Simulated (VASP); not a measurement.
# Ru (Fm-3m) in VASP: notebook

Ru is run at these levels: PBE; tasks: single point, relaxation of cell and atoms.

Everything below comes from runs of VASP 6.6.1. Logs are shortened: lines on timing, memory, paths and dates and some standing lists are left out, and cuts for length are marked.

## (1) The cell of the first run

It takes space group Fm-3m (No. 225, cubic). Conventional cell: a = 3.806 Å, b = 3.806 Å, c = 3.806 Å, α = 90.00°, β = 90.00°, γ = 90.00°. Within 3.5 Å of Ru (site symmetry m-3m) lie 12 Ru at 2.69 Å.

## (2) Single point, PBE

Input file INCAR:

```
PREC = Accurate
ENCUT = 500
EDIFF = 1E-6
ISMEAR = 0
SIGMA = 0.1
LREAL = F
LASPH = T
NELM = 120
ALGO = Normal
ISIF = 2
LWAVE = F
LCHARG = F
GGA = PE
NBANDS = 13
GGA_COMPAT = F
```

Input file KPOINTS:

```
Automatic mesh
0
Gamma
  8 8 8
```

Input file POSCAR:

```
Ru
1.0
    0.0000000000      1.9030957807      1.9030957807
    1.9030957807      0.0000000000      1.9030957807
    1.9030957807      1.9030957807      0.0000000000
Ru
1
Direct
    0.0000000000      0.0000000000      0.0000000000
```

Potentials or basis: VASP PAW PBE potentials, release 64 (Ru_pv).

Run with:

```bash
cat potpaw_PBE.64/Ru_pv/POTCAR > POTCAR
mpirun -np 1 vasp_std > vasp.out
```

OUTCAR:

```text
PREC = Accurate
   ENCUT = 500
   EDIFF = 1E-6
   ISMEAR = 0
   LREAL = F
   LASPH = T
   NELM = 120
   ISIF = 2
   GGA = PE

 ion  position               nearest neighbor table
   1  0.000  0.000  0.000-

  LATTYP: Found a face centered cubic cell.
 ALAT       =     3.8061915614

  Lattice vectors:

 A1 = (   0.0000000000,   1.9030957807,   1.9030957807)
 A2 = (   1.9030957807,   0.0000000000,   1.9030957807)
 A3 = (   1.9030957807,   1.9030957807,   0.0000000000)

Analysis of symmetry for initial positions (statically):
=====================================================================
 Subroutine PRICEL returns:
 Original cell was already a primitive cell.

 Routine SETGRP: Setting up the symmetry group for a
 face centered cubic supercell.

 Subroutine GETGRP returns: Found 48 space group operations
 (whereof 48 operations were pure point group operations)
 out of a pool of 48 trial point group operations.

The static configuration has the point symmetry O_h .

Analysis of symmetry for dynamics (positions and initial velocities):
=====================================================================
 Subroutine PRICEL returns:
 Original cell was already a primitive cell.

 Routine SETGRP: Setting up the symmetry group for a
 face centered cubic supercell.

 Subroutine GETGRP returns: Found 48 space group operations
 (whereof 48 operations were pure point group operations)
 out of a pool of 48 trial point group operations.

The dynamic configuration has the point symmetry O_h .

 Subroutine INISYM returns: Found 48 space group operations
 (whereof 48 operations are pure point group operations),
 and found     1 'primitive' translations

----------------------------------------------------------------------------------------

                                     Primitive cell

  volume of cell :      13.7852

  direct lattice vectors                    reciprocal lattice vectors
     0.000000000  1.903095781  1.903095781    -0.262729814  0.262729814  0.262729814
     1.903095781  0.000000000  1.903095781     0.262729814 -0.262729814  0.262729814
     1.903095781  1.903095781  0.000000000     0.262729814  0.262729814 -0.262729814

  length of vectors
     2.691383864  2.691383864  2.691383864     0.455061386  0.455061386  0.455061386

  position of ions in fractional coordinates (direct lattice)
     0.000000000  0.000000000  0.000000000

  ion indices of the primitive-cell ions
   primitive index   ion index
                 1           1

----------------------------------------------------------------------------------------

 KPOINTS: Automatic mesh

Automatic generation of k-mesh.
 Grid dimensions read from file:
 generate k-points for:    8    8    8

 Generating k-lattice:

  Cartesian coordinates                     Fractional coordinates (reciprocal lattice)
    -0.032841227  0.032841227  0.032841227     0.125000000  0.000000000  0.000000000
     0.032841227 -0.032841227  0.032841227     0.000000000  0.125000000  0.000000000
     0.032841227  0.032841227 -0.032841227     0.000000000  0.000000000  0.125000000

  Length of vectors
     0.056882673  0.056882673  0.056882673

  Shift w.r.t. Gamma in fractional coordinates (k-lattice)
     0.000000000  0.000000000  0.000000000

 Subroutine IBZKPT returns following result:
 ===========================================

 Found     29 irreducible k-points:

 Following reciprocal coordinates:
            Coordinates               Weight
  0.000000  0.000000  0.000000      1.000000
  0.125000  0.000000  0.000000      8.000000
  0.250000  0.000000  0.000000      8.000000
  0.375000  0.000000  0.000000      8.000000
  0.500000  0.000000  0.000000      4.000000
  0.125000  0.125000  0.000000      6.000000
[... 16 lines left out ...]
  0.500000  0.250000  0.125000     48.000000
 -0.375000  0.250000  0.125000     24.000000
 [... further k-points ...]
   k-points           NKPTS =     29   k-points in BZ     NKDIM =     29   number of bands    NBANDS=     13
   number of dos      NEDOS =    301   number of ions     NIONS =      1
   total plane-waves  NPLWV =   8000
   dimension x,y,z NGX =    20 NGY =   20 NGZ =   20
   dimension x,y,z NGXF=    40 NGYF=   40 NGZF=   40
   ions per type =               1
   NGX,Y,Z   is equivalent  to a cutoff of  12.35, 12.35, 12.35 a.u.
   NGXF,Y,Z  is equivalent  to a cutoff of  24.71, 24.71, 24.71 a.u.
 SYSTEM =  unknown system
   PREC   = accura    normal or accurate (medium, high low for compatibility)
   ISTART =      0    job   : 0-new  1-cont  2-samecut
   ICHARG =      2    charge: 1-file 2-atom 10-const
   ISPIN  =      1    spin polarized calculation?
   LNONCOLLINEAR =      F non collinear calculations
   LSORBIT =      F    spin-orbit coupling
   LASPH  =      T    aspherical Exc in radial PAW
   ENCUT  =  500.0 eV  36.75 Ry    6.06 a.u.   4.91  4.91  4.91*2*pi/ulx,y,z
   NELM   =    120;   NELMIN=  2; NELMDL= -5     # of ELM steps
   EDIFF  = 0.1E-05   stopping-criterion for ELM
   LREAL  =      F    real-space projection
[... 7 lines left out ...]
   TEBEG  =    0.0;   TEEND  =   0.0 temperature during run
   PSTRESS=    0.0 pullay stress
   NELECT =      14.0000    total number of electrons
   NUPDOWN=      -1.0000    fix difference up-down
   EMIN   =  10.00;   EMAX   =-10.00  energy-range for DOS
   EFERMI =   0.00;   METHOD = LEGACY
   ISMEAR =     0;   SIGMA  =   0.10  broadening in eV -4-tet -1-fermi 0-gaus
   EFERMI_NEDOS =   21; number of points for ismear=-14 and -15
   IALGO  =     38    algorithm
   IMIX   =      4    mixing-type and parameters
     AMIX     =   0.40;   BMIX     =  1.00
     AMIX_MAG =   1.60;   BMIX_MAG =  1.00
  volume/ion in A,a.u.               =      13.79        93.03
  Fermi-wavevector in a.u.,A,eV,Ry     =   1.645559  3.109656 36.842745  2.707865
  Thomas-Fermi vector in A             =   2.735336
   LORBIT       =      0    0 simple, 1 ext, 2 COOP (PROOUT), +10 PAW based schemes
   GGA     = PE    functional components
   LHFCALC =     F    Hartree Fock is set to
   AEXX    =    0.0000 exact exchange contribution
   IVDW    =     0    specifies the selected vdW correction
   LEPSILON=     F    determine dielectric tensor
   LRPA    =     F    only Hartree local field effects (RPA)
 non-spin polarized calculation
 Gauss-broadening in eV      SIGMA  =   0.10
  energy-cutoff  :      500.00
  volume of cell :       13.79
 maximum number of plane-waves:       363
   NGX =  9   NGY =  9   NGZ =  9

 number of electron      14.0000003 magnetization

 Free energy of the ion-electron system (eV)
  ---------------------------------------------------
  ext. energy  EPLUGINS =         0.00000000
  ---------------------------------------------------
  free energy    TOTEN  =        -9.16059206 eV

  energy without entropy =       -9.15676536  energy(sigma->0) =       -9.15867871

 E-fermi :  12.3711     XC(G=0): -14.0215

 val. band max:       12.3617222964   @ k =   0.0000   0.0000   0.0000
 cond. band min:      12.5248072110   @ k =   0.2500   0.0000   0.0000
 fundamental gap:      0.1630849146
 Fermi energy:        12.3711487138

 k-point     1 :       0.0000    0.0000    0.0000
  band No.  band energies     occupation
      1     -29.9301      2.00000
      2     -29.9301      2.00000
      3     -29.9301      2.00000
      4       4.6643      2.00000
      5       9.9678      2.00000
      6       9.9678      2.00000
      7       9.9678      2.00000
      8      12.3617      1.10605
      9      12.3617      1.10605
     10      23.0678      0.00000
     11      27.5501      0.00000
     12      33.2066      0.00000
     13      33.2066      0.00000

 k-point     2 :       0.1250    0.0000    0.0000
  band No.  band energies     occupation
      1     -30.0853      2.00000
      2     -29.9505      2.00000
      3     -29.9505      2.00000
      4       5.2922      2.00000
      5       9.6801      2.00000
      6      10.2082      2.00000
      7      10.2082      2.00000
      8      12.2329      1.94944
      9      12.2329      1.94944
     10      23.0679      0.00000
     11      28.5507      0.00000
     12      30.8333      0.00000
     13      34.2434      0.00000

 k-point     3 :       0.2500    0.0000    0.0000
  band No.  band energies     occupation
      1     -30.4503      2.00000
      2     -29.9991      2.00000
      3     -29.9991      2.00000
      4       6.5051      2.00000
      5       9.7207      2.00000
      6      10.3603      2.00000
      7      10.3603      2.00000
      8      12.5248      0.02978
      9      12.5248      0.02978
     10      23.0676      0.00000
     11      27.5945      0.00000
     12      29.7810      0.00000
     13      36.8842      0.00000
[... 305 lines left out ...]
 k-point    23 :       0.5000    0.2500    0.1250
  band No.  band energies     occupation
      1     -30.7263      2.00000
      2     -30.3002      2.00000
      3     -30.1209      2.00000
      4       7.8335      2.00000
      5       8.9255      2.00000
      6       9.5670      2.00000
      7      11.4615      2.00000
      8      13.3280      0.00000
      9      16.6648      0.00000
     10      23.0669      0.00000
     11      24.9045      0.00000
     12      28.8396      0.00000
     13      30.3152      0.00000

 k-point    24 :      -0.3750    0.2500    0.1250
  band No.  band energies     occupation
      1     -30.8074      2.00000
      2     -30.3354      2.00000
      3     -30.1526      2.00000
      4       7.7684      2.00000
      5       8.6546      2.00000
      6      10.3537      2.00000
      7      11.1381      2.00000
      8      13.9487      0.00000
      9      18.7657      0.00000
     10      21.9559      0.00000
     11      23.0703      0.00000
     12      28.7197      0.00000
     13      29.8393      0.00000

 [... further k-points ...]

------------------------ aborting loop because EDIFF is reached ----------------------------------------

  FORCE on cell =-STRESS in cart. coord.  units (eV):
  Direction    XX          YY          ZZ          XY          YZ          ZX
  --------------------------------------------------------------------------------------
  -------------------------------------------------------------------------------------
  Total        0.0066910      0.0066910      0.0066910      0.0000000     -0.0000000      0.0000000
  in kB        0.7776587      0.7776587      0.7776587      0.0000000     -0.0000000      0.0000000
  external PRESSURE =       0.7776587 kB  Pullay stress =       0.0000000 kB

 VOLUME and BASIS-vectors are now :
 -----------------------------------------------------------------------------
  energy-cutoff  :      500.00
  volume of cell :       13.79
      direct lattice vectors                 reciprocal lattice vectors
     0.000000000  1.903095781  1.903095781    -0.262729814  0.262729814  0.262729814
     1.903095781  0.000000000  1.903095781     0.262729814 -0.262729814  0.262729814
     1.903095781  1.903095781  0.000000000     0.262729814  0.262729814 -0.262729814

 POSITION                                       TOTAL-FORCE (eV/Angst)
 -----------------------------------------------------------------------------------
      0.00000      0.00000      0.00000         0.000000      0.000000      0.000000
 -----------------------------------------------------------------------------------
    total drift:                                0.000000     -0.000000      0.000000

  FREE ENERGIE OF THE ION-ELECTRON SYSTEM (eV)
  ---------------------------------------------------
  free  energy   TOTEN  =        -9.1605920586 eV

  energy  without entropy=       -9.1567653610  energy(sigma->0) =       -9.15867871
```

It took 4.3 s on 1 thread of Intel Xeon Platinum 8559C (Emerald Rapids), shared host; peak memory 0.12 GiB.

Results:

```yaml
Free_energy: -9.1606 eV
Pressure: 0.1 GPa
Band_gap_on_the_k_mesh: zero (band 7 reaches 14.70 eV, above the bottom of band 8 at 11.64 eV)
```

## (3) Single point, PBE

This run uses another cell than the first one, of 14.39 Å³/atom, 1.044 times its volume.

Input file INCAR:

```
PREC = Accurate
ENCUT = 500
EDIFF = 1E-6
ISMEAR = 0
SIGMA = 0.1
LREAL = False
LASPH = True
NELM = 120
ALGO = Normal
ISIF = 2
LWAVE = False
LCHARG = False
GGA = PE
NBANDS = 13
GGA_COMPAT = False
```

KPOINTS is that of step 2.

Input file POSCAR:

```
Ru
1.0
    0.0000000000      1.9305733966      1.9305733966
    1.9305733966      0.0000000000      1.9305733966
    1.9305733966      1.9305733966      0.0000000000
Ru
1
Direct
    0.0000000000      0.0000000000      0.0000000000
```

Potentials or basis: VASP PAW PBE potentials, release 64 (Ru_pv).

Run with:

```bash
cat potpaw_PBE.64/Ru_pv/POTCAR > POTCAR
mpirun -np 1 vasp_std > vasp.out
```

OUTCAR:

```text
PREC = Accurate
   ENCUT = 500
   EDIFF = 1E-6
   ISMEAR = 0
   LREAL = False
   LASPH = True
   NELM = 120
   ISIF = 2
   GGA = PE

 ion  position               nearest neighbor table
   1  0.000  0.000  0.000-

  LATTYP: Found a face centered cubic cell.
 ALAT       =     3.8611467932

  Lattice vectors:

 A1 = (   0.0000000000,   1.9305733966,   1.9305733966)
 A2 = (   1.9305733966,   0.0000000000,   1.9305733966)
 A3 = (   1.9305733966,   1.9305733966,   0.0000000000)

Analysis of symmetry for initial positions (statically):
=====================================================================
 Subroutine PRICEL returns:
 Original cell was already a primitive cell.

 Routine SETGRP: Setting up the symmetry group for a
 face centered cubic supercell.

 Subroutine GETGRP returns: Found 48 space group operations
 (whereof 48 operations were pure point group operations)
 out of a pool of 48 trial point group operations.

The static configuration has the point symmetry O_h .

Analysis of symmetry for dynamics (positions and initial velocities):
=====================================================================
 Subroutine PRICEL returns:
[... 168 lines left out ...]
      5       9.3706      2.00000
      6       9.3706      2.00000
      7       9.3706      2.00000
      8      11.6088      1.24788
      9      11.6088      1.24788
     10      22.3661      0.00000
     11      26.8132      0.00000
     12      32.2330      0.00000
     13      32.2330      0.00000
[... 354 lines left out ...]
  band No.  band energies     occupation
      1     -31.4368      2.00000
      2     -31.0289      2.00000
      3     -30.8713      2.00000
      4       7.2673      2.00000
      5       8.1454      2.00000
      6       9.7099      2.00000
      7      10.4736      2.00000
      8      13.0957      0.00000
      9      17.7338      0.00000
     10      20.7470      0.00000
     11      22.3673      0.00000
     12      27.6384      0.00000
     13      28.5503      0.00000

 [... further k-points ...]

------------------------ aborting loop because EDIFF is reached ----------------------------------------

  FORCE on cell =-STRESS in cart. coord.  units (eV):
  Direction    XX          YY          ZZ          XY          YZ          ZX
  --------------------------------------------------------------------------------------
  -------------------------------------------------------------------------------------
  Total       -1.0639560     -1.0639560     -1.0639560      0.0000000      0.0000000      0.0000000
  in kB     -118.4527889   -118.4527889   -118.4527889      0.0000000      0.0000000      0.0000000
  external PRESSURE =    -118.4527889 kB  Pullay stress =       0.0000000 kB

 VOLUME and BASIS-vectors are now :
 -----------------------------------------------------------------------------
  energy-cutoff  :      500.00
  volume of cell :       14.39
      direct lattice vectors                 reciprocal lattice vectors
     0.000000000  1.930573397  1.930573397    -0.258990412  0.258990412  0.258990412
     1.930573397  0.000000000  1.930573397     0.258990412 -0.258990412  0.258990412
     1.930573397  1.930573397  0.000000000     0.258990412  0.258990412 -0.258990412

 POSITION                                       TOTAL-FORCE (eV/Angst)
 -----------------------------------------------------------------------------------
      0.00000      0.00000      0.00000         0.000000      0.000000      0.000000
 -----------------------------------------------------------------------------------
    total drift:                                0.000000      0.000000      0.000000

  FREE ENERGIE OF THE ION-ELECTRON SYSTEM (eV)
  ---------------------------------------------------
  free  energy   TOTEN  =        -9.1377002391 eV

  energy  without entropy=       -9.1335214698  energy(sigma->0) =       -9.13561085
```

OSZICAR:

```text
N       E                     dE             d eps       ncg     rms          rms(c)
DAV:   1     0.103442683038E+03    0.10344E+03   -0.80255E+03   754   0.109E+03
DAV:   2    -0.864308262445E+01   -0.11209E+03   -0.10759E+03   779   0.318E+02
DAV:   3    -0.980396884826E+01   -0.11609E+01   -0.11565E+01   859   0.362E+01
DAV:   4    -0.980734108771E+01   -0.33722E-02   -0.33722E-02   789   0.206E+00
DAV:   5    -0.980736415504E+01   -0.23067E-04   -0.23067E-04   854   0.155E-01    0.109E+01
DAV:   6    -0.917527070008E+01    0.63209E+00   -0.11034E+00   779   0.136E+01    0.257E+00
DAV:   7    -0.914148671985E+01    0.33784E-01   -0.54596E-02   799   0.281E+00    0.727E-01
DAV:   8    -0.913766759043E+01    0.38191E-02   -0.26277E-03   754   0.676E-01    0.497E-02
DAV:   9    -0.913769707526E+01   -0.29485E-04   -0.65162E-05   869   0.103E-01    0.227E-02
DAV:  10    -0.913770010753E+01   -0.30323E-05   -0.29173E-06   754   0.218E-02    0.141E-03
DAV:  11    -0.913770023909E+01   -0.13155E-06   -0.67687E-08   387   0.341E-03
   1 F= -.91377002E+01 E0= -.91356109E+01  d E =-.417877E-02
```

Wall time 4.2 s (1 thread of Intel Xeon Platinum 8559C (Emerald Rapids), shared host); peak memory 0.12 GiB.

Results:

```yaml
Free_energy: -9.1377 eV
Pressure: -11.8 GPa
Band_gap_on_the_k_mesh: zero (band 7 reaches 13.79 eV, above the bottom of band 8 at 10.94 eV)
```

Levels at points of the mesh, in eV from the Fermi level:
```csv
k point,band 3,band 4,band 5,band 6,band 7,band 8,band 9,band 10,band 11,band 12
"(0.00, 0.00, 0.00)",-42.31,-7.47,-2.26,-2.26,-2.26,-0.02,-0.02,10.73,15.18,20.60
"(0.50, 0.00, 0.00)",-42.43,-5.54,-2.37,-2.37,1.09,1.69,1.69,9.48,10.74,14.76
"(0.50, 0.50, 0.00)",-42.63,-5.78,-5.33,1.64,2.16,2.16,3.59,10.73,12.99,13.17
```

## (4) Relaxation of cell and atoms, PBE

This run uses another cell than the first one, of 14.39 Å³/atom, 1.044 times its volume.

Input file INCAR:

```
SYSTEM = Ru
ALGO = Normal
EDIFF = 1E-7
EDIFFG = -0.05
ENCUT = 500
GGA = PE
GGA_COMPAT = .False.
IBRION = 2
ISIF = 3
ISMEAR = 0
LASPH = .True.
LCHARG = .False.
LREAL = .False.
LWAVE = .False.
NELM = 120
NELMIN = 4
NSW = 80
PREC = Accurate
SIGMA = 0.1
```

Input file KPOINTS:

```
k-points
0
Gamma
  8 8 8
  0 0 0
```

POSCAR is that of step 3.

Run with:

```bash
cat potpaw_PBE.64/Ru_pv/POTCAR > POTCAR
mpirun -np 1 vasp_std > vasp.out
```

It took 9.7 s on 1 thread of Intel Xeon Platinum 8559C (Emerald Rapids), shared host; peak memory 0.13 GiB.

It converged, with:

| Item | Value |
| --- | --- |
| Free energy | -9.1610 eV |
| Relaxed volume | 13.79 Å³/atom |
| Relaxed cell | a = 2.692 Å, b = 2.692 Å, c = 2.692 Å, α = 60.00°, β = 60.00°, γ = 60.00° |
| Space group after relaxing (to 0.05 Å) | Fm-3m (No. 225) |
| Energy gained by relaxing | 23.3 meV/atom |
| Ionic steps | 4 |
| Pressure after relaxing | -0.1 GPa |
| Band gap on the k mesh | zero (band 7 reaches 14.68 eV, above the bottom of band 8 at 11.63 eV) |

The path:
```csv
step,energy change (eV),largest force (eV/Å),pressure (GPa),volume (Å³)
1,0.0000,0.0000,-11.85,14.39
2,0.1733,0.0000,46.95,12.29
3,-0.0232,0.0000,-0.58,13.81
4,-0.0233,0.0000,-0.09,13.79
```

Final structure:
```xyz
1
Lattice="0.0000 1.9034 1.9034 1.9034 0.0000 1.9034 1.9034 1.9034 0.0000" Properties=species:S:1:pos:R:3 pbc="T T T"
Ru    0.0000    0.0000    0.0000
```

Levels at points of the mesh, in eV from the Fermi level:
```
           k point  band 5  band 6  band 7  band 8  band 9  band 10
(0.00, 0.00, 0.00)   -2.40   -2.40   -2.40   -0.01   -0.01    10.70
(0.50, 0.00, 0.00)   -2.52   -2.52    1.13    1.82    1.82    10.01
(0.50, 0.50, 0.00)   -5.66    1.77    2.32    2.32    3.73    10.70
```

## (5) Overview

| task | cell | gap on the mesh (eV) | pressure (GPa) |
| --- | --- | --- | --- |
| single point | a = 2.691 Å, angles 60.0°, 1 atom | none | 0.1 |
| single point | a = 2.730 Å, angles 60.0°, 1 atom | none | -11.8 |
| relaxation of cell and atoms | relaxed from a = 2.730 Å, angles 60.0°, 1 atom | none | -0.1 |

Alike in all rows: level PBE; potentials or basis VASP PAW PBE potentials, release 64 (Ru_pv); no spin polarisation; k mesh 8 × 8 × 8; cutoff (eV) 500; smearing gaussian 0.1 eV.

Absolute energies hang on the potentials; compare differences alone.
